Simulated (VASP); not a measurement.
A run of VASP 6.6.1:

The input INCAR:

```
PREC = Accurate
ENCUT = 520
EDIFF = 1E-6
ISMEAR = -1
SIGMA = 0.02
LREAL = False
LASPH = True
NELM = 60
ALGO = Normal
ISIF = 2
LWAVE = False
LCHARG = True
LELF = True
LVHAR = True
NBANDS = 18
```

KPOINTS

```
regular mesh
0
Gamma
  7 7 7
```

POSCAR

```
BaHg
1.0
    4.2337499903      0.0000000000      0.0000000000
    0.0000000000      4.2337499903      0.0000000000
    0.0000000000      0.0000000000      4.2337499903
Ba Hg
1 1
Direct
    0.0000000000      0.0000000000      0.0000000000
    0.5000000000      0.5000000000      0.5000000000
```

Potentials or basis: VASP PAW LDA potentials, release 64 (Ba_sv, Hg).

Command:

```console
$ cat potpaw_LDA.64/Ba_sv/POTCAR potpaw_LDA.64/Hg/POTCAR > POTCAR
$ mpirun -np 1 vasp_std > vasp.out
```

Hardware: 1 thread of AMD EPYC 7R13, with other jobs on the host.

How long does it take, and how much memory?

It took 28 s on 1 thread of AMD EPYC 7R13 (shared host), peak memory 0.14 GiB. Counts: scf iterations 11, k points 20.
